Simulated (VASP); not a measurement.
# Re (P6/mmm) in VASP: further runs, part 2 of 2

VASP 6.6.1.

## (3) Single point, PBEsol

This run uses another cell than the first one, of 15.82 Å³/atom.

Contents of INCAR:

```
SYSTEM = Re
PREC = Accurate
ENCUT = 520
EDIFF = 1E-7
ISMEAR = 0
SIGMA = 0.1
LREAL = .False.
LASPH = .True.
NELM = 100
ALGO = Fast
ISIF = 2
LWAVE = .False.
LCHARG = .True.
GGA = PS
LELF = .True.
LVHAR = .True.
NBANDS = 10
```

Contents of KPOINTS:

```
Automatic mesh
0
Gamma
  24 24 22
  0 0 0
```

Contents of POSCAR:

```
Re
1.0
    2.7364894999      0.0000000000      0.0000000000
   -1.3682447500      2.3698694241      0.0000000000
    0.0000000000      0.0000000000      2.4396377044
Re
1
Direct
    0.0000000000      0.0000000000      0.0000000000
```

Potentials or basis: VASP PAW PBE potentials, release 64 (Re).

The run is started by

```sh
cat potpaw_PBE.64/Re/POTCAR > POTCAR
mpirun -np 1 vasp_std > vasp.out
```

OUTCAR:

```text
SYSTEM = Re
   PREC = Accurate
   ENCUT = 520
   EDIFF = 1E-7
   ISMEAR = 0
   LREAL = .False.
   LASPH = .True.
   NELM = 100
   ISIF = 2
   GGA = PS

 ion  position               nearest neighbor table
   1  0.000  0.000  0.000-

  LATTYP: Found a hexagonal cell.
 ALAT       =     2.7364894999
 C/A-ratio  =     0.8915209448

  Lattice vectors:

 A1 = (   2.7364894999,   0.0000000000,   0.0000000000)
 A2 = (  -1.3682447500,   2.3698694241,   0.0000000000)
 A3 = (   0.0000000000,   0.0000000000,   2.4396377044)

Analysis of symmetry for initial positions (statically):
=====================================================================
 Subroutine PRICEL returns:
 Original cell was already a primitive cell.

 Routine SETGRP: Setting up the symmetry group for a
 hexagonal supercell.

 Subroutine GETGRP returns: Found 24 space group operations
 (whereof 24 operations were pure point group operations)
 out of a pool of 24 trial point group operations.

The static configuration has the point symmetry D_6h.

Analysis of symmetry for dynamics (positions and initial velocities):
=====================================================================
 Subroutine PRICEL returns:
 Original cell was already a primitive cell.

 Routine SETGRP: Setting up the symmetry group for a
 hexagonal supercell.

 Subroutine GETGRP returns: Found 24 space group operations
 (whereof 24 operations were pure point group operations)
 out of a pool of 24 trial point group operations.

The dynamic configuration has the point symmetry D_6h.

 Subroutine INISYM returns: Found 24 space group operations
 (whereof 24 operations are pure point group operations),
 and found     1 'primitive' translations

----------------------------------------------------------------------------------------

                                     Primitive cell

  volume of cell :      15.8214

  direct lattice vectors                    reciprocal lattice vectors
     2.736489500  0.000000000  0.000000000     0.365431696  0.210982088  0.000000000
    -1.368244750  2.369869424  0.000000000     0.000000000  0.421964177  0.000000000
     0.000000000  0.000000000  2.439637704     0.000000000  0.000000000  0.409896928

  length of vectors
     2.736489500  2.736489500  2.439637704     0.421964177  0.421964177  0.409896928

  position of ions in fractional coordinates (direct lattice)
     0.000000000  0.000000000  0.000000000

  ion indices of the primitive-cell ions
   primitive index   ion index
                 1           1

----------------------------------------------------------------------------------------

 KPOINTS: Automatic mesh

Automatic generation of k-mesh.
 Grid dimensions read from file:
 generate k-points for:   24   24   22

 Generating k-lattice:

  Cartesian coordinates                     Fractional coordinates (reciprocal lattice)
     0.015226321  0.008790920  0.000000000     0.041666667 -0.000000000  0.000000000
     0.000000000  0.017581841  0.000000000     0.000000000  0.041666667  0.000000000
     0.000000000  0.000000000  0.018631679     0.000000000  0.000000000  0.045454545

  Length of vectors
     0.017581841  0.017581841  0.018631679

  Shift w.r.t. Gamma in fractional coordinates (k-lattice)
     0.000000000  0.000000000  0.000000000

 Subroutine IBZKPT returns following result:
 ===========================================

 Found    732 irreducible k-points:

 Following reciprocal coordinates:
            Coordinates               Weight
  0.000000  0.000000  0.000000      1.000000
  0.041667  0.000000  0.000000      6.000000
  0.083333 -0.000000  0.000000      6.000000
  0.125000 -0.000000  0.000000      6.000000
  0.166667 -0.000000  0.000000      6.000000
  0.208333  0.000000  0.000000      6.000000
[... 16 lines left out ...]
  0.416667  0.041667  0.000000     12.000000
  0.458333  0.041667  0.000000     12.000000
 [... further k-points ...]
   k-points           NKPTS =    732   k-points in BZ     NKDIM =    732   number of bands    NBANDS=     10
   number of dos      NEDOS =    301   number of ions     NIONS =      1
   total plane-waves  NPLWV =   7200
   dimension x,y,z NGX =    20 NGY =   20 NGZ =   18
   dimension x,y,z NGXF=    40 NGYF=   40 NGZF=   36
   ions per type =               1
   NGX,Y,Z   is equivalent  to a cutoff of  12.15, 12.15, 12.27 a.u.
   NGXF,Y,Z  is equivalent  to a cutoff of  24.30, 24.30, 24.53 a.u.
 SYSTEM =  Re
   PREC   = accura    normal or accurate (medium, high low for compatibility)
   ISTART =      0    job   : 0-new  1-cont  2-samecut
   ICHARG =      2    charge: 1-file 2-atom 10-const
   ISPIN  =      1    spin polarized calculation?
   LNONCOLLINEAR =      F non collinear calculations
   LSORBIT =      F    spin-orbit coupling
   LASPH  =      T    aspherical Exc in radial PAW
   ENCUT  =  520.0 eV  38.22 Ry    6.18 a.u.   5.09  5.09  4.54*2*pi/ulx,y,z
   NELM   =    100;   NELMIN=  2; NELMDL= -5     # of ELM steps
   EDIFF  = 0.1E-06   stopping-criterion for ELM
   LREAL  =      F    real-space projection
   EDIFFG = 0.1E-05   stopping-criterion for IOM
   NSW    =      0    number of steps for IOM
   IBRION =     -1    ionic relax: 0-MD 1-quasi-New 2-CG
   NFREE  =      0    steps in history (QN), initial steepest desc. (CG)
   ISIF   =      2    stress and relaxation
   ISYM   =      2    0-nonsym 1-usesym 2-fastsym
   POTIM  = 0.5000    time-step for ionic-motion
   TEBEG  =    0.0;   TEEND  =   0.0 temperature during run
   PSTRESS=    0.0 pullay stress
   NELECT =       7.0000    total number of electrons
   NUPDOWN=      -1.0000    fix difference up-down
   EMIN   =  10.00;   EMAX   =-10.00  energy-range for DOS
   EFERMI =   0.00;   METHOD = LEGACY
   ISMEAR =     0;   SIGMA  =   0.10  broadening in eV -4-tet -1-fermi 0-gaus
   EFERMI_NEDOS =   21; number of points for ismear=-14 and -15
   IALGO  =     68    algorithm
   IMIX   =      4    mixing-type and parameters
     AMIX     =   0.40;   BMIX     =  1.00
     AMIX_MAG =   1.60;   BMIX_MAG =  1.00
  volume/ion in A,a.u.               =      15.82       106.77
  Fermi-wavevector in a.u.,A,eV,Ry     =   1.247459  2.357356 21.172765  1.556154
  Thomas-Fermi vector in A             =   2.381590
   LORBIT       =      0    0 simple, 1 ext, 2 COOP (PROOUT), +10 PAW based schemes
   GGA     = PS    functional components
   LHFCALC =     F    Hartree Fock is set to
   AEXX    =    0.0000 exact exchange contribution
   IVDW    =     0    specifies the selected vdW correction
   LEPSILON=     F    determine dielectric tensor
   LRPA    =     F    only Hartree local field effects (RPA)
 non-spin polarized calculation
 RMM-DIIS sequential band-by-band and
 Gauss-broadening in eV      SIGMA  =   0.10
  energy-cutoff  :      520.00
  volume of cell :       15.82
 maximum number of plane-waves:       447
   NGX = 11   NGY = 11   NGZ =  9

 number of electron       7.0000000 magnetization

 Free energy of the ion-electron system (eV)
  ---------------------------------------------------
  ext. energy  EPLUGINS =         0.00000000
  ---------------------------------------------------
  free energy    TOTEN  =       -12.28867662 eV

  energy without entropy =      -12.28150455  energy(sigma->0) =      -12.28509058

 E-fermi :   7.3687     XC(G=0): -13.3272

 val. band max:        7.3649345213   @ k =   0.0833   0.0833   0.4545
 cond. band min:       7.3719110515   @ k =   0.3750   0.2500   0.2727
 fundamental gap:      0.0069765302
 Fermi energy:         7.3686629256

 k-point     1 :       0.0000    0.0000    0.0000
  band No.  band energies     occupation
      1      -2.4337      2.00000
      2       1.5057      2.00000
      3       5.4418      2.00000
      4       5.4418      2.00000
      5      11.4774      0.00000
      6      11.4774      0.00000
      7      20.7562      0.00000
      8      24.5469      0.00000
      9      27.8536      0.00000
     10      27.8552      0.00000
[... 287 lines left out ...]
 k-point    24 :       0.4583    0.0417    0.0000
  band No.  band energies     occupation
      1       0.8008      2.00000
      2       2.2127      2.00000
      3       6.7449      2.00000
      4       8.3485      0.00000
      5      10.7454      0.00000
      6      11.3255      0.00000
      7      15.6175      0.00000
      8      19.8554      0.00000
      9      26.0280      0.00000
     10      29.9040      0.00000

 [... further k-points ...]

------------------------ aborting loop because EDIFF is reached ----------------------------------------

  FORCE on cell =-STRESS in cart. coord.  units (eV):
  Direction    XX          YY          ZZ          XY          YZ          ZX
  --------------------------------------------------------------------------------------
  -------------------------------------------------------------------------------------
  Total        0.0309187      0.0309187     -0.2364431     -0.0000000      0.0000000      0.0000000
  in kB        3.1310360      3.1310360    -23.9438307     -0.0000000      0.0000000      0.0000000
  external PRESSURE =      -5.8939196 kB  Pullay stress =       0.0000000 kB

 VOLUME and BASIS-vectors are now :
 -----------------------------------------------------------------------------
  energy-cutoff  :      520.00
  volume of cell :       15.82
      direct lattice vectors                 reciprocal lattice vectors
     2.736489500  0.000000000  0.000000000     0.365431696  0.210982088  0.000000000
    -1.368244750  2.369869424  0.000000000     0.000000000  0.421964177  0.000000000
     0.000000000  0.000000000  2.439637704     0.000000000  0.000000000  0.409896928

 POSITION                                       TOTAL-FORCE (eV/Angst)
 -----------------------------------------------------------------------------------
      0.00000      0.00000      0.00000         0.000000      0.000000      0.000000
 -----------------------------------------------------------------------------------
    total drift:                                0.000000      0.000000      0.000000

  FREE ENERGIE OF THE ION-ELECTRON SYSTEM (eV)
  ---------------------------------------------------
  free  energy   TOTEN  =       -12.2886766193 eV

  energy  without entropy=      -12.2815045485  energy(sigma->0) =      -12.28509058
```

It took 58 s on 1 thread of Intel Xeon Platinum 8488C (Sapphire Rapids), shared host; peak memory 0.22 GiB.

What came out:

| Quantity | Value |
| --- | --- |
| Free energy | -12.2887 eV |
| Pressure | -0.6 GPa |
| Band gap on the k mesh | zero (an odd number of electrons rules out a gap without spin polarisation) |

Stress tensor (GPa, compression positive):
```
 0.31  0.00  0.00
 0.00  0.31  0.00
 0.00  0.00 -2.39
```

Caveat: the PAW data sets were made with another functional, which shifts forces and pressure a little; spin-orbit coupling is left out, which moves the levels of the heavy elements.

## (4) Relaxation of cell and atoms, PBEsol

This run uses another cell than the first one, of 15.92 Å³/atom.

Contents of INCAR:

```
PREC = Accurate
ENCUT = 600
EDIFF = 1E-6
ISMEAR = 0
SIGMA = 0.1
LREAL = False
LASPH = True
NELM = 60
ALGO = Fast
ISIF = 3
LWAVE = False
LCHARG = False
GGA = PS
IBRION = 2
NSW = 100
EDIFFG = -0.01
```

Contents of KPOINTS:

```
Automatic mesh
0
Gamma
  24 24 22
```

Contents of POSCAR:

```
Re
1.0
    2.7455139773      0.0000000000      0.0000000000
   -1.3727569887      2.3776848508      0.0000000000
    0.0000000000      0.0000000000      2.4381069124
Re
1
Direct
    0.0000000000      0.0000000000      0.0000000000
```

The run is started by

```sh
cat potpaw_PBE.64/Re/POTCAR > POTCAR
mpirun -np 1 vasp_std > vasp.out
```

Wall time 82 s (1 thread of Intel Xeon Platinum 8488C (Sapphire Rapids), shared host); peak memory 0.25 GiB.

The run converged. Its results:

```
Free energy                           : -12.2896 eV
Relaxed volume                        : 15.80 Å³/atom
Relaxed cell                          : a = 2.739 Å, b = 2.739 Å, c = 2.431 Å, α = 90.00°, β = 90.00°, γ = 120.00°
Space group after relaxing (to 0.1 Å) : P6/mmm (No. 191)
Energy gained by relaxing             : 0.8 meV/atom
Ionic steps                           : 3
Pressure after relaxing               : 0.0 GPa
Band gap on the k mesh                : zero (an odd number of electrons rules out a gap without spin polarisation)
```

Step by step:
```csv
step,energy change (eV),largest force (eV/Å),pressure (GPa),volume (Å³)
1,0.0000,0.0000,-2.19,15.92
2,0.0085,0.0000,8.03,15.42
3,-0.0008,0.0000,-0.02,15.80
```

Final structure:
```
Re
1.0
     2.73942    0.00000    0.00000
    -1.36971    2.37241    0.00000
     0.00000    0.00000    2.43119
Re
1
Direct
  0.00000 0.00000 0.00000
```

Levels at points of the mesh, in eV from the Fermi level:
| k point | band 1 | band 2 | band 3 | band 4 | band 5 | band 6 |
| --- | --- | --- | --- | --- | --- | --- |
| (0.00, 0.00, 0.00) | -9.81 | -5.89 | -1.94 | -1.94 | 4.14 | 4.14 |
| (0.50, 0.00, 0.00) | -6.64 | -5.21 | -0.49 | 1.03 | 3.46 | 3.85 |
| (0.00, 0.00, 0.50) | -5.77 | -0.80 | -0.77 | -0.77 | -0.65 | -0.65 |
| (0.50, 0.00, 0.50) | -6.73 | -4.38 | -1.95 | 4.43 | 5.86 | 6.17 |

Caveat: the PAW data sets were made with another functional, which shifts forces and pressure a little; spin-orbit coupling is left out, which moves the levels of the heavy elements.

## (5) The runs side by side

| task | cell | k mesh | cutoff (eV) | gap on the mesh (eV) | pressure (GPa) | relaxed volume (Å³/atom) |
| --- | --- | --- | --- | --- | --- | --- |
| relaxation of cell and atoms | relaxed from a = 2.650, b = 2.650, c = 2.476 Å, angles 90.0, 90.0, 120.0°, 1 atom | 9 × 9 × 8 | 600 | none | 0.1 | 15.89 |
| single point | a = 2.736, b = 2.736, c = 2.440 Å, angles 90.0, 90.0, 120.0°, 1 atom | 24 × 24 × 22 | 520 | none | -0.6 | - |
| relaxation of cell and atoms | relaxed from a = 2.746, b = 2.746, c = 2.438 Å, angles 90.0, 90.0, 120.0°, 1 atom | 24 × 24 × 22 | 600 | none | 0.0 | 15.80 |

Alike in all rows: level PBEsol; potentials or basis VASP PAW PBE potentials, release 64 (Re); no spin polarisation; smearing gaussian 0.1 eV.

Caveats: the PAW data sets were made with another functional, which shifts forces and pressure a little; spin-orbit coupling is left out, which moves the levels of the heavy elements.

Total energies depend on the potentials used, so only differences within one code and one set of settings carry meaning.

The gap in the log of VASP goes by the Fermi energy; the results here count the filled bands.